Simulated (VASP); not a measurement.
# CuI (Cmcm) in VASP: further runs, part 2 of 2

VASP 6.6.1.

## Step 3: Single point, LDA

This run uses another cell than the first one, of 24.67 Å³/atom.

The input, INCAR:

```
SYSTEM = CuI
  ALGO = Normal
  EDIFF = 1E-6
  ENCUT = 520
  ISIF = 2
  ISMEAR = -1
  LASPH = .True.
  LCHARG = .False.
  LREAL = .False.
  LWAVE = .False.
  NBANDS = 26
  NELM = 100
  PREC = Accurate
  SIGMA = 0.05
```

The input, KPOINTS:

```
k-points
0
Gamma
  6 6 8
  0 0 0
```

The input, POSCAR:

```
CuI
1.0
    3.3405752516     -3.4722948300      0.0000000000
    3.3405752516      3.4722948300      0.0000000000
    0.0000000000      0.0000000000      4.2531224584
Cu I
2 2
Direct
    0.4149165983      0.5850834017      0.7500000000
    0.5850834017      0.4149165983      0.2500000000
    0.7838364990      0.2161635010      0.7500000000
    0.2161635010      0.7838364990      0.2500000000
```

Potentials or basis: VASP PAW LDA potentials, release 64 (Cu, I).

Command:

```sh
cat potpaw_LDA.64/Cu/POTCAR potpaw_LDA.64/I/POTCAR > POTCAR
mpirun -np 1 vasp_std > vasp.out
```

OUTCAR:

```text
SYSTEM = CuI
   EDIFF = 1E-6
   ENCUT = 520
   ISIF = 2
   ISMEAR = -1
   LASPH = .True.
   LREAL = .False.
   NELM = 100
   PREC = Accurate

 ion  position               nearest neighbor table
   1  0.415  0.585  0.750-   2 2.43   2 2.43   4 2.54   4 2.54   3 2.56
   2  0.585  0.415  0.250-   1 2.43   1 2.43   3 2.54   3 2.54   4 2.56
   3  0.784  0.216  0.750-   2 2.54   2 2.54   1 2.56
   4  0.216  0.784  0.250-   1 2.54   1 2.54   2 2.56

  LATTYP: Found a base centered orthorhombic cell.
 ALAT       =     6.6811505032
 B/A-ratio  =     1.0394302084
[... 896 lines left out ...]
  --------------------------------------------------------------------------------------
  -------------------------------------------------------------------------------------
  Total       -0.0936621      0.0139381      0.1074587      0.0000000      0.0000000      0.0000000
  in kB       -1.5208928      0.2263276      1.7449235      0.0000000      0.0000000      0.0000000
  external PRESSURE =       0.1501195 kB  Pullay stress =       0.0000000 kB

 VOLUME and BASIS-vectors are now :
 -----------------------------------------------------------------------------
  energy-cutoff  :      520.00
  volume of cell :       98.67
      direct lattice vectors                 reciprocal lattice vectors
     3.340575252 -3.472294830  0.000000000     0.149674820 -0.143996989  0.000000000
     3.340575252  3.472294830  0.000000000     0.149674820  0.143996989  0.000000000
     0.000000000  0.000000000  4.253122458     0.000000000  0.000000000  0.235121375

 POSITION                                       TOTAL-FORCE (eV/Angst)
 -----------------------------------------------------------------------------------
      3.34058      0.59087      3.18984         0.000000      0.022118     -0.000000
      3.34058     -0.59087      1.06328         0.000000     -0.022118      0.000000
      3.34058     -1.97113      3.18984         0.000000     -0.013802     -0.000000
      3.34058      1.97113      1.06328         0.000000      0.013802      0.000000
 -----------------------------------------------------------------------------------
    total drift:                                0.000000     -0.000000     -0.000000

  FREE ENERGIE OF THE ION-ELECTRON SYSTEM (eV)
  ---------------------------------------------------
  free  energy   TOTEN  =       -13.6431646640 eV

  energy  without entropy=      -13.6431632068  energy(sigma->0) =      -13.64316394
```

OSZICAR:

```text
N       E                     dE             d eps       ncg     rms          rms(c)
DAV:   1     0.273325948006E+03    0.27333E+03   -0.15176E+04  3380   0.157E+03
DAV:   2     0.133074561043E+02   -0.26002E+03   -0.24753E+03  3398   0.320E+02
DAV:   3    -0.131632011595E+02   -0.26471E+02   -0.25843E+02  4556   0.124E+02
DAV:   4    -0.144510369338E+02   -0.12878E+01   -0.12831E+01  4720   0.247E+01
DAV:   5    -0.145073163466E+02   -0.56279E-01   -0.56273E-01  5260   0.481E+00    0.109E+01
DAV:   6    -0.142110118971E+02    0.29630E+00   -0.11949E+01  3948   0.844E+01    0.699E+00
DAV:   7    -0.136486214007E+02    0.56239E+00   -0.29231E+00  4176   0.523E+01    0.342E+00
DAV:   8    -0.136593422663E+02   -0.10721E-01   -0.29193E-01  5300   0.775E+00    0.107E+00
DAV:   9    -0.136431671903E+02    0.16175E-01   -0.71322E-02  4596   0.708E+00    0.545E-01
DAV:  10    -0.136438575438E+02   -0.69035E-03   -0.50386E-03  5228   0.992E-01    0.360E-01
DAV:  11    -0.136431319299E+02    0.72561E-03   -0.24368E-03  4210   0.145E+00    0.101E-01
DAV:  12    -0.136431653160E+02   -0.33386E-04   -0.52862E-04  5126   0.134E-01    0.269E-02
DAV:  13    -0.136431678296E+02   -0.25136E-05   -0.14190E-05  3994   0.261E-02    0.455E-02
DAV:  14    -0.136431653196E+02    0.25100E-05   -0.51108E-06  3908   0.699E-02    0.518E-02
DAV:  15    -0.136431646640E+02    0.65563E-06   -0.57486E-06  3638   0.184E-02
   1 F= -.13643165E+02 E0= -.13643164E+02  d E =-.145717E-05
```

Wall time 81 s (1 thread of AMD EPYC 9R45 (Zen 5), shared host); peak memory 0.24 GiB.

What came out:

```
Free energy            : -13.6432 eV
Pressure               : 0.0 GPa
Largest force          : 0.022 eV/Å
Band gap on the k mesh : 0.86 eV
```

Forces in eV/Å, atoms in the order of the input:
```
Cu   0.000  0.022  0.000
Cu   0.000 -0.022  0.000
I    0.000 -0.014  0.000
I    0.000  0.014  0.000
```

Levels at points of the mesh, in eV from the valence-band top:
```csv
k point,band 14,band 15,band 16,band 17,band 18,band 19,band 20,band 21,band 22,band 23
"(0.00, 0.00, 0.00)",-2.22,-1.78,-1.71,-1.19,0.00,0.86,1.22,1.97,4.57,4.96
"(0.50, 0.00, 0.00)",-2.21,-2.18,-1.65,-1.49,-0.78,2.35,3.07,3.46,3.81,5.51
"(0.50, 0.50, 0.00)",-2.38,-2.17,-1.18,-0.94,-0.41,1.22,2.65,3.52,5.03,6.24
"(0.00, 0.00, 0.50)",-2.34,-2.21,-2.21,-1.92,-1.92,3.64,3.64,3.84,3.84,5.99
"(0.50, 0.00, 0.50)",-2.37,-2.24,-2.24,-1.34,-1.34,1.84,1.84,3.23,3.23,7.76
"(0.50, 0.50, 0.50)",-2.42,-2.19,-2.19,-1.96,-1.96,4.31,4.31,5.28,5.28,7.22
```

Caveat: spin-orbit coupling is left out, which moves the levels of the heavy elements.

## Step 4: Relaxation of the atoms, LDA (24.30 Å³/atom)

The input, INCAR:

```
PREC     = Accurate       # precision mode
ENCUT    = 520            # plane-wave cutoff, eV
EDIFF    = 1E-7           # SCF threshold, eV
ISMEAR   = 0              # smearing method
SIGMA    = 0.01           # smearing width, eV
LREAL    = False          # projectors in reciprocal space
LASPH    = True           # aspherical terms in the spheres
NELM     = 80             # most SCF steps
ALGO     = Normal         # electronic algorithm
ISIF     = 2              # what is computed and relaxed
LWAVE    = False          # write WAVECAR
LCHARG   = False          # write CHGCAR
IBRION   = 2              # ionic algorithm
NSW      = 100            # ionic steps
EDIFFG   = -0.002         # ionic threshold
```

The input, KPOINTS:

```
regular mesh
0
Gamma
  4 4 4
```

The input, POSCAR:

```
CuI
1.0
    3.3237881580     -3.4548458178      0.0000000000
    3.3237881580      3.4548458178      0.0000000000
    0.0000000000      0.0000000000      4.2317496230
Cu I
2 2
Direct
    0.4149165983      0.5850834017      0.7500000000
    0.5850834017      0.4149165983      0.2500000000
    0.7838364990      0.2161635010      0.7500000000
    0.2161635010      0.7838364990      0.2500000000
```

Command:

```sh
cat potpaw_LDA.64/Cu/POTCAR potpaw_LDA.64/I/POTCAR > POTCAR
mpirun -np 1 vasp_std > vasp.out
```

Wall time 72 s (1 thread of AMD EPYC 9R45 (Zen 5), shared host); peak memory 0.16 GiB.

The run converged. Its results:

- Free energy: -13.6262 eV
- Energy gained by relaxing: 0.7 meV/atom
- Ionic steps: 6
- Pressure after relaxing: 0.6 GPa
- Band gap on the k mesh: 0.83 eV

Stress tensor (GPa, compression positive):
```
0.06 0.00 0.00
0.00 0.41 0.00
0.00 0.00 1.34
```

The path:
```csv
step,energy change (eV),largest force (eV/Å),pressure (GPa)
1,0.0000,0.1581,1.08
2,-0.0019,0.0788,0.83
3,-0.0026,0.0055,0.64
4,-0.0026,0.0049,0.61
5,-0.0026,0.0027,0.60
6,-0.0026,0.0009,0.60
```

Final structure:
```yaml
crystal:
  lattice:
    - [3.32379, -3.45485, 0.00000]
    - [3.32379, 3.45485, 0.00000]
    - [0.00000, 0.00000, 4.23175]
  atoms:
    - { symbol: Cu, position: [0.41421, 0.58579, 0.75000] }
    - { symbol: Cu, position: [0.58579, 0.41421, 0.25000] }
    - { symbol: I, position: [0.78607, 0.21393, 0.75000] }
    - { symbol: I, position: [0.21393, 0.78607, 0.25000] }
```

Levels at points of the mesh, in eV from the valence-band top:
| k point | band 16 | band 17 | band 18 | band 19 | band 20 | band 21 |
| --- | --- | --- | --- | --- | --- | --- |
| (0.00, 0.00, 0.00) | -1.76 | -1.24 | 0.00 | 0.83 | 1.18 | 1.98 |
| (0.50, 0.00, 0.00) | -1.70 | -1.52 | -0.82 | 2.34 | 3.03 | 3.42 |
| (0.50, 0.50, 0.00) | -1.21 | -0.99 | -0.42 | 1.17 | 2.69 | 3.47 |
| (0.00, 0.00, 0.50) | -2.26 | -1.99 | -1.99 | 3.63 | 3.63 | 3.83 |
| (0.50, 0.00, 0.50) | -2.29 | -1.37 | -1.37 | 1.79 | 1.79 | 3.17 |
| (0.50, 0.50, 0.50) | -2.24 | -2.00 | -2.00 | 4.31 | 4.31 | 5.31 |

Caveat: spin-orbit coupling is left out, which moves the levels of the heavy elements. A k mesh can miss the band edges.

## Step 5: Overview

```csv
task,cell,k mesh,smearing,gap on the mesh (eV),pressure (GPa),largest force (eV/Å)
single point,"a = 4.794, b = 4.794, c = 4.232 Å, angles 90.0, 90.0, 92.2°, 4 atoms, atomic positions A",4 × 4 × 4,gaussian 0.01 eV,0.84,0.4,0.02
single point,"a = 4.818, b = 4.818, c = 4.253 Å, angles 90.0, 90.0, 92.2°, 4 atoms, atomic positions B",6 × 6 × 8,fermi-dirac 0.05 eV,0.86,0.0,0.02
relaxation of the atoms,"atoms relaxed from a = 4.794, b = 4.794, c = 4.232 Å, angles 90.0, 90.0, 92.2°, 4 atoms, atomic positions B",4 × 4 × 4,gaussian 0.01 eV,0.83,0.6,-
```

Alike in all rows: level LDA; potentials or basis VASP PAW LDA potentials, release 64 (Cu, I); no spin polarisation; cutoff (eV) 520.

Caveats: spin-orbit coupling is left out, which moves the levels of the heavy elements.

Absolute energies hang on the potentials; compare differences alone.
